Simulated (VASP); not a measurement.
# Ge2SbO3 (R-3m) in VASP: further runs

The runs below take Ge2SbO3 through single point, relaxation of cell and atoms, with PBE.

Program: VASP 6.6.1. These are calculated values, not measurements. Logs are shortened: lines on timing, memory, paths and dates and some standing lists are left out, and cuts for length are marked.

### 1 The cell of the first run

Symmetry: R-3m, No. 166, trigonal system. The conventional cell has a = 5.458 Å, b = 5.458 Å, c = 12.248 Å, α = 90.00°, β = 90.00°, γ = 120.00°. Ge (site symmetry 3m) has 3 O at 1.92 Å within 2.5 Å. Sb (site symmetry -3m) has 6 O at 2.58 Å and 8 Ge at 3.14 to 3.29 Å within 3.4 Å. O (site symmetry 2/m) has 2 Ge at 1.92 Å and 2 Sb at 2.58 Å within 2.6 Å.

The cell was generated, and may not be a known phase.

### 2 Single point, PBE

INCAR reads:

```
PREC = Accurate
ENCUT = 520
EDIFF = 1E-6
ISMEAR = 0
SIGMA = 0.1
LREAL = F
LASPH = T
NELM = 80
ALGO = Normal
ISIF = 2
LWAVE = F
LCHARG = F
GGA = PE
NBANDS = 34
```

KPOINTS reads:

```
Automatic mesh
0
Gamma
  6 6 6
```

POSCAR reads:

```
Ge2SbO3
1.0
    2.7290656346      1.5756267771      4.0828298411
   -2.7290656346      1.5756267771      4.0828298411
    0.0000000000     -3.1512535592      4.0828298392
Ge Sb O
2 1 3
Direct
    0.7439601554      0.7439601554      0.7439601554
    0.2560398446      0.2560398446      0.2560398446
    0.0000000000      0.0000000000      0.0000000000
    0.0000000000      0.5000000000      0.0000000000
    0.5000000000      0.0000000000      0.0000000000
    0.0000000000      0.0000000000      0.5000000000
```

Potentials or basis: VASP PAW PBE potentials, release 64 (Ge_d, Sb, O).

The run is started by

```console
$ cat potpaw_PBE.64/Ge_d/POTCAR potpaw_PBE.64/Sb/POTCAR potpaw_PBE.64/O/POTCAR > POTCAR
$ mpirun -np 1 vasp_std > vasp.out
```

OUTCAR:

```text
PREC = Accurate
   ENCUT = 520
   EDIFF = 1E-6
   ISMEAR = 0
   LREAL = F
   LASPH = T
   NELM = 80
   ISIF = 2
   GGA = PE

 ion  position               nearest neighbor table
   1  0.744  0.744  0.744-   6 1.92   5 1.92   4 1.92   3 3.14   3 3.29   3 3.29   3 3.29
   2  0.256  0.256  0.256-   6 1.92   5 1.92   4 1.92   3 3.14   3 3.29   3 3.29   3 3.29
   3  0.000  0.000  0.000-   4 2.58   5 2.58   4 2.58   5 2.58   6 2.58   6 2.58   1 3.14   2 3.14
                             2 3.29   1 3.29   2 3.29   1 3.29   2 3.29   1 3.29
   4  0.000  0.500  0.000-   1 1.92   2 1.92   3 2.58   3 2.58
   5  0.500  0.000  0.000-   1 1.92   2 1.92   3 2.58   3 2.58
   6  0.000  0.000  0.500-   1 1.92   2 1.92   3 2.58   3 2.58

  LATTYP: Found a trigonal (rhomboedric) cell.
 ALAT       =     5.1575089423
 COS(alpha) =     0.4400129579

  Lattice vectors:

 A1 = (   2.7290656346,   1.5756267771,   4.0828298411)
 A2 = (  -2.7290656346,   1.5756267771,   4.0828298411)
 A3 = (   0.0000000000,  -3.1512535592,   4.0828298392)

Analysis of symmetry for initial positions (statically):
=====================================================================
 Subroutine PRICEL returns:
 Original cell was already a primitive cell.

 Routine SETGRP: Setting up the symmetry group for a
 trigonal (rhombohedral) supercell.

 Subroutine GETGRP returns: Found 12 space group operations
 (whereof 12 operations were pure point group operations)
 out of a pool of 12 trial point group operations.

The static configuration has the point symmetry D_3d.

Analysis of symmetry for dynamics (positions and initial velocities):
=====================================================================
 Subroutine PRICEL returns:
 Original cell was already a primitive cell.

 Routine SETGRP: Setting up the symmetry group for a
 trigonal (rhombohedral) supercell.

 Subroutine GETGRP returns: Found 12 space group operations
 (whereof 12 operations were pure point group operations)
 out of a pool of 12 trial point group operations.

The dynamic configuration has the point symmetry D_3d.

 Subroutine INISYM returns: Found 12 space group operations
 (whereof 12 operations are pure point group operations),
 and found     1 'primitive' translations

----------------------------------------------------------------------------------------

                                     Primitive cell

  volume of cell :     105.3367

  direct lattice vectors                    reciprocal lattice vectors
     2.729065635  1.575626777  4.082829841     0.183212889  0.105778011  0.081642720
    -2.729065635  1.575626777  4.082829841    -0.183212889  0.105778011  0.081642720
     0.000000000 -3.151253559  4.082829839     0.000000000 -0.211556022  0.081642720

  length of vectors
     5.157508942  5.157508942  5.157508942     0.226763057  0.226763057  0.226763057

  position of ions in fractional coordinates (direct lattice)
     0.743960155  0.743960155  0.743960155
     0.256039845  0.256039845  0.256039845
     0.000000000  0.000000000  0.000000000
     0.000000000  0.500000000  0.000000000
     0.500000000  0.000000000  0.000000000
     0.000000000  0.000000000  0.500000000

  ion indices of the primitive-cell ions
   primitive index   ion index
                 1           1
                 2           2
                 3           3
                 4           4
                 5           5
                 6           6

----------------------------------------------------------------------------------------

 KPOINTS: Automatic mesh

Automatic generation of k-mesh.
 Grid dimensions read from file:
 generate k-points for:    6    6    6

 Generating k-lattice:

  Cartesian coordinates                     Fractional coordinates (reciprocal lattice)
     0.030535482  0.017629668  0.013607120     0.166666667  0.000000000  0.000000000
    -0.030535482  0.017629668  0.013607120     0.000000000  0.166666667  0.000000000
     0.000000000 -0.035259337  0.013607120     0.000000000  0.000000000  0.166666667

  Length of vectors
     0.037793843  0.037793843  0.037793843

  Shift w.r.t. Gamma in fractional coordinates (k-lattice)
     0.000000000  0.000000000  0.000000000

 Subroutine IBZKPT returns following result:
 ===========================================

 Found     32 irreducible k-points:

 Following reciprocal coordinates:
            Coordinates               Weight
  0.000000  0.000000  0.000000      1.000000
  0.166667  0.000000  0.000000      6.000000
  0.333333 -0.000000  0.000000      6.000000
  0.500000  0.000000  0.000000      3.000000
  0.166667  0.166667  0.000000      6.000000
  0.333333  0.166667  0.000000     12.000000
[... 16 lines left out ...]
  0.500000  0.500000  0.166667      6.000000
 -0.333333  0.500000  0.166667     12.000000
 [... further k-points ...]
   k-points           NKPTS =     32   k-points in BZ     NKDIM =     32   number of bands    NBANDS=     34
   number of dos      NEDOS =    301   number of ions     NIONS =      6
   total plane-waves  NPLWV =  64000
   dimension x,y,z NGX =    40 NGY =   40 NGZ =   40
   dimension x,y,z NGXF=    80 NGYF=   80 NGZF=   80
   ions per type =               2   1   3
   NGX,Y,Z   is equivalent  to a cutoff of  12.89, 12.89, 12.89 a.u.
   NGXF,Y,Z  is equivalent  to a cutoff of  25.79, 25.79, 25.79 a.u.
 SYSTEM =  unknown system
   PREC   = accura    normal or accurate (medium, high low for compatibility)
   ISTART =      0    job   : 0-new  1-cont  2-samecut
   ICHARG =      2    charge: 1-file 2-atom 10-const
   ISPIN  =      1    spin polarized calculation?
   LNONCOLLINEAR =      F non collinear calculations
   LSORBIT =      F    spin-orbit coupling
   LASPH  =      T    aspherical Exc in radial PAW
   ENCUT  =  520.0 eV  38.22 Ry    6.18 a.u.   9.59  9.59  9.59*2*pi/ulx,y,z
   NELM   =     80;   NELMIN=  2; NELMDL= -5     # of ELM steps
   EDIFF  = 0.1E-05   stopping-criterion for ELM
   LREAL  =      F    real-space projection
   EDIFFG = 0.1E-04   stopping-criterion for IOM
   NSW    =      0    number of steps for IOM
   IBRION =     -1    ionic relax: 0-MD 1-quasi-New 2-CG
   NFREE  =      0    steps in history (QN), initial steepest desc. (CG)
   ISIF   =      2    stress and relaxation
   ISYM   =      2    0-nonsym 1-usesym 2-fastsym
   POTIM  = 0.5000    time-step for ionic-motion
   TEBEG  =    0.0;   TEEND  =   0.0 temperature during run
   PSTRESS=    0.0 pullay stress
   NELECT =      51.0000    total number of electrons
   NUPDOWN=      -1.0000    fix difference up-down
   EMIN   =  10.00;   EMAX   =-10.00  energy-range for DOS
   EFERMI =   0.00;   METHOD = LEGACY
   ISMEAR =     0;   SIGMA  =   0.10  broadening in eV -4-tet -1-fermi 0-gaus
   EFERMI_NEDOS =   21; number of points for ismear=-14 and -15
   IALGO  =     38    algorithm
   IMIX   =      4    mixing-type and parameters
     AMIX     =   0.40;   BMIX     =  1.00
     AMIX_MAG =   1.60;   BMIX_MAG =  1.00
  volume/ion in A,a.u.               =      17.56       118.47
  Fermi-wavevector in a.u.,A,eV,Ry     =   1.285499  2.429240 22.483717  1.652507
  Thomas-Fermi vector in A             =   2.417629
   LORBIT       =      0    0 simple, 1 ext, 2 COOP (PROOUT), +10 PAW based schemes
   GGA     = PE    functional components
   LHFCALC =     F    Hartree Fock is set to
   AEXX    =    0.0000 exact exchange contribution
   IVDW    =     0    specifies the selected vdW correction
   LEPSILON=     F    determine dielectric tensor
   LRPA    =     F    only Hartree local field effects (RPA)
 non-spin polarized calculation
 Gauss-broadening in eV      SIGMA  =   0.10
  energy-cutoff  :      520.00
  volume of cell :      105.34
 maximum number of plane-waves:      2849
 NGX is ok and might be reduce to    40
   NGX = 19   NGY = 19   NGZ = 19

 number of electron      51.0000021 magnetization

 Free energy of the ion-electron system (eV)
  ---------------------------------------------------
  ext. energy  EPLUGINS =         0.00000000
  ---------------------------------------------------
  free energy    TOTEN  =       -32.65178699 eV

  energy without entropy =      -32.64754780  energy(sigma->0) =      -32.64966739

 E-fermi :   4.5975     XC(G=0):  -9.6300

 val. band max:        4.4743955563   @ k =   0.5000   0.5000   0.3333
 cond. band min:       4.6356446423   @ k =  -0.3333   0.3333   0.1667
 fundamental gap:      0.1612490861
 Fermi energy:         4.5975327325

 k-point     1 :       0.0000    0.0000    0.0000
  band No.  band energies     occupation
      1     -20.3918      2.00000
      2     -20.3918      2.00000
      3     -20.2952      2.00000
      4     -20.2952      2.00000
      5     -20.2244      2.00000
      6     -20.2244      2.00000
[... 26 lines left out ...]
     33      12.5892      0.00000
     34      13.0343      0.00000

 k-point     2 :       0.1667    0.0000    0.0000
  band No.  band energies     occupation
      1     -20.3902      2.00000
      2     -20.3863      2.00000
      3     -20.3011      2.00000
      4     -20.2966      2.00000
      5     -20.2257      2.00000
      6     -20.2256      2.00000
[... 26 lines left out ...]
     33      12.2516      0.00000
     34      12.4506      0.00000

 k-point     3 :       0.3333   -0.0000    0.0000
  band No.  band energies     occupation
      1     -20.3867      2.00000
      2     -20.3716      2.00000
      3     -20.3172      2.00000
      4     -20.2996      2.00000
      5     -20.2272      2.00000
      6     -20.2271      2.00000
[... 26 lines left out ...]
     33      11.1104      0.00000
     34      11.3003      0.00000

 k-point     4 :       0.5000    0.0000    0.0000
  band No.  band energies     occupation
      1     -20.3849      2.00000
      2     -20.3586      2.00000
      3     -20.3309      2.00000
      4     -20.3013      2.00000
      5     -20.2277      2.00000
      6     -20.2276      2.00000
[... 26 lines left out ...]
     33      10.4305      0.00000
     34      11.3278      0.00000

 k-point     5 :       0.1667    0.1667    0.0000
  band No.  band energies     occupation
      1     -20.3918      2.00000
      2     -20.3841      2.00000
      3     -20.3035      2.00000
      4     -20.2949      2.00000
      5     -20.2269      2.00000
      6     -20.2243      2.00000
[... 621 lines left out ...]
 k-point    22 :      -0.1667    0.3333    0.1667
  band No.  band energies     occupation
      1     -20.3893      2.00000
      2     -20.3588      2.00000
      3     -20.3315      2.00000
      4     -20.2967      2.00000
      5     -20.2292      2.00000
      6     -20.2267      2.00000
[... 26 lines left out ...]
     33      10.9822      0.00000
     34      11.7539      0.00000

 k-point    23 :       0.5000    0.5000    0.1667
  band No.  band energies     occupation
      1     -20.3904      2.00000
      2     -20.3705      2.00000
      3     -20.3194      2.00000
      4     -20.2958      2.00000
      5     -20.2292      2.00000
      6     -20.2271      2.00000
[... 26 lines left out ...]
     33      11.1875      0.00000
     34      12.0903      0.00000

 k-point    24 :      -0.3333    0.5000    0.1667
  band No.  band energies     occupation
      1     -20.3894      2.00000
      2     -20.3629      2.00000
      3     -20.3279      2.00000
      4     -20.2966      2.00000
      5     -20.2294      2.00000
      6     -20.2274      2.00000
[... 26 lines left out ...]
     33      11.3640      0.00000
     34      12.1652      0.00000

 [... further k-points ...]

------------------------ aborting loop because EDIFF is reached ----------------------------------------

  FORCE on cell =-STRESS in cart. coord.  units (eV):
  Direction    XX          YY          ZZ          XY          YZ          ZX
  --------------------------------------------------------------------------------------
  -------------------------------------------------------------------------------------
  Total        0.0572193      0.0572193     -0.1501589      0.0000000      0.0000000      0.0000000
  in kB        0.8703090      0.8703090     -2.2839254      0.0000000      0.0000000      0.0000000
  external PRESSURE =      -0.1811025 kB  Pullay stress =       0.0000000 kB

 VOLUME and BASIS-vectors are now :
 -----------------------------------------------------------------------------
  energy-cutoff  :      520.00
  volume of cell :      105.34
      direct lattice vectors                 reciprocal lattice vectors
     2.729065635  1.575626777  4.082829841     0.183212889  0.105778011  0.081642720
    -2.729065635  1.575626777  4.082829841    -0.183212889  0.105778011  0.081642720
     0.000000000 -3.151253559  4.082829839     0.000000000 -0.211556022  0.081642720

 POSITION                                       TOTAL-FORCE (eV/Angst)
 -----------------------------------------------------------------------------------
      0.00000     -0.00000      9.11239         0.000000      0.000000     -0.032403
      0.00000     -0.00000      3.13610         0.000000     -0.000000      0.032403
      0.00000      0.00000      0.00000         0.000000     -0.000000     -0.000000
     -1.36453      0.78781      2.04141         0.000000     -0.000000      0.000000
      1.36453      0.78781      2.04141         0.000000     -0.000000     -0.000000
      0.00000     -1.57563      2.04141        -0.000000     -0.000000      0.000000
 -----------------------------------------------------------------------------------
    total drift:                               -0.000000      0.000000     -0.000000

  FREE ENERGIE OF THE ION-ELECTRON SYSTEM (eV)
  ---------------------------------------------------
  free  energy   TOTEN  =       -32.6517869877 eV

  energy  without entropy=      -32.6475477969  energy(sigma->0) =      -32.64966739
```

It took 72 s on 1 thread of Intel Xeon 6975P-C (Granite Rapids), shared host; peak memory 0.29 GiB.

Results:

- Free energy: -32.6518 eV
- Pressure: 0.0 GPa
- Largest force: 0.032 eV/Å
- Band gap on the k mesh: zero (an odd number of electrons rules out a gap without spin polarisation)

Forces on the atoms (eV/Å):
```
Ge   0.000  0.000 -0.032
Ge   0.000  0.000  0.032
Sb   0.000  0.000  0.000
O    0.000  0.000  0.000
O    0.000  0.000  0.000
O    0.000  0.000  0.000
```

Stress tensor (GPa, compression positive):
```
 0.09  0.00  0.00
 0.00  0.09  0.00
 0.00  0.00 -0.23
```

Caveat: spin-orbit coupling is left out, which moves the levels of the heavy elements; an odd number of electrons without spin polarisation forces a metal; a magnetic or distorted state may lie lower.

### 3 Single point, PBE

This run uses another cell than the first one, of 15.98 Å³/atom.

INCAR reads:

```
SYSTEM = Ge2SbO3
ALGO = Normal
EDIFF = 1E-6
ENCUT = 520
GGA = PE
ISIF = 2
ISMEAR = 0
LASPH = .TRUE.
LCHARG = .FALSE.
LREAL = .FALSE.
LWAVE = .FALSE.
NBANDS = 34
NELM = 80
PREC = Accurate
SIGMA = 0.1
```

KPOINTS reads:

```
k-points
0
G
  6 6 6
  0 0 0
```

POSCAR reads:

```
Ge2SbO3
1.0
    2.6047373900      1.5038458300      4.0797001500
   -2.6047373900      1.5038458300      4.0797001500
    0.0000000000     -3.0076916700      4.0797001500
Ge Sb O
2 1 3
Direct
    0.6265445900      0.6265445900      0.6265445900
    0.3734554100      0.3734554100      0.3734554100
    0.0000000000      0.0000000000      0.0000000000
    0.0000000000      0.5000000000      0.0000000000
    0.5000000000      0.0000000000      0.0000000000
    0.0000000000      0.0000000000      0.5000000000
```

Potentials or basis: VASP PAW PBE potentials, release 64 (Ge_d, Sb, O).

The run is started by

```console
$ cat potpaw_PBE.64/Ge_d/POTCAR potpaw_PBE.64/Sb/POTCAR potpaw_PBE.64/O/POTCAR > POTCAR
$ mpirun -np 1 vasp_std > vasp.out
```

OUTCAR:

```text
SYSTEM = Ge2SbO3
   EDIFF = 1E-6
   ENCUT = 520
   GGA = PE
   ISIF = 2
   ISMEAR = 0
   LASPH = .TRUE.
   LREAL = .FALSE.
   NELM = 80
   PREC = Accurate

 ion  position               nearest neighbor table
   1  0.627  0.627  0.627-   3 3.05   3 3.05   3 3.05
   2  0.373  0.373  0.373-   3 3.05   3 3.05   3 3.05
   3  0.000  0.000  0.000-   4 2.53   5 2.53   4 2.53   5 2.53   6 2.53   6 2.53   2 3.05   1 3.05
                             2 3.05   1 3.05   2 3.05   1 3.05
   4  0.000  0.500  0.000-   3 2.53   3 2.53
   5  0.500  0.000  0.000-   3 2.53   3 2.53
   6  0.000  0.000  0.500-   3 2.53   3 2.53

[... 1096 lines left out ...]
  Total       -1.5421074     -1.5421074    -15.2338153     -0.0000000      0.0000000     -0.0000000
  in kB      -25.7678664    -25.7678664   -254.5496548     -0.0000000      0.0000002     -0.0000000
  external PRESSURE =    -102.0284625 kB  Pullay stress =       0.0000000 kB

 VOLUME and BASIS-vectors are now :
 -----------------------------------------------------------------------------
  energy-cutoff  :      520.00
  volume of cell :       95.88
      direct lattice vectors                 reciprocal lattice vectors
     2.604737390  1.503845830  4.079700150     0.191957931  0.110826963  0.081705351
    -2.604737390  1.503845830  4.079700150    -0.191957931  0.110826963  0.081705351
     0.000000000 -3.007691670  4.079700150     0.000000000 -0.221653926  0.081705351

 POSITION                                       TOTAL-FORCE (eV/Angst)
 -----------------------------------------------------------------------------------
      0.00000     -0.00000      7.66834         0.000000     -0.000000      0.362971
      0.00000     -0.00000      4.57076         0.000000      0.000000     -0.362971
      0.00000      0.00000      0.00000         0.000000      0.000000      0.000000
     -1.30237      0.75192      2.03985        -0.000000      0.000000     -0.000000
      1.30237      0.75192      2.03985         0.000000      0.000000      0.000000
      0.00000     -1.50385      2.03985         0.000000      0.000000      0.000000
 -----------------------------------------------------------------------------------
    total drift:                               -0.000000     -0.000000      0.000000

  FREE ENERGIE OF THE ION-ELECTRON SYSTEM (eV)
  ---------------------------------------------------
  free  energy   TOTEN  =       -25.3046862177 eV

  energy  without entropy=      -25.2658564684  energy(sigma->0) =      -25.28527134
```

It took 70 s on 1 thread of Intel Xeon 6975P-C (Granite Rapids), shared host; peak memory 0.29 GiB.

Results:

- Free energy: -25.3047 eV
- Pressure: -10.2 GPa
- Largest force: 0.363 eV/Å
- Band gap on the k mesh: zero (an odd number of electrons rules out a gap without spin polarisation)

Forces in eV/Å, atoms in the order of the input:
```
Ge   0.000  0.000  0.363
Ge   0.000  0.000 -0.363
Sb   0.000  0.000  0.000
O    0.000  0.000  0.000
O    0.000  0.000  0.000
O    0.000  0.000  0.000
```

Caveat: the stress differs along the axes, from -25 to -3 GPa; spin-orbit coupling is left out, which moves the levels of the heavy elements; an odd number of electrons without spin polarisation forces a metal; a magnetic or distorted state may lie lower.

(Continued in part 2 of 2.)

The gap in the log of VASP goes by the Fermi energy; the results here count the filled bands.